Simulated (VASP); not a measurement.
A run of VASP 6.6.1 is set up as follows.

Contents of INCAR:

```
PREC = Accurate ; ENCUT = 520
EDIFF = 1E-6 ; ISMEAR = 0
SIGMA = 0.1 ; LREAL = False
LASPH = True ; NELM = 80
ALGO = Fast ; ISIF = 2
LWAVE = False ; LCHARG = False
GGA = PS ; NBANDS = 17
```

File KPOINTS:

```
regular mesh
0
Gamma
  12 12 6
```

The input POSCAR:

```
Ba
1.0
    4.3293247861      0.0000000000      0.0000000000
   -2.1646623931      3.7493052460      0.0000000000
    0.0000000000      0.0000000000      7.1184146088
Ba
2
Direct
    0.3333333333      0.6666666667      0.2500000000
    0.6666666667      0.3333333333      0.7500000000
```

Potentials or basis: VASP PAW PBE potentials, release 64 (Ba_sv).

Launch:

```console
$ cat potpaw_PBE.64/Ba_sv/POTCAR > POTCAR
$ mpirun -np 1 vasp_std > vasp.out
```

**Question.** Estimate the pressure.

**Answer.** 0.1 GPa.

**Question.** What does it give for the band gap on the k mesh?

**Answer.** Zero (band 10 reaches 2.05 eV, above the bottom of band 11 at 1.59 eV).

Stress tensor (GPa, compression positive):
```
0.13 0.00 0.00
0.00 0.13 0.00
0.00 0.00 0.00
```

Caveat: the PAW data sets were made with another functional, which shifts forces and pressure a little; spin-orbit coupling is left out, which moves the levels of the heavy elements.
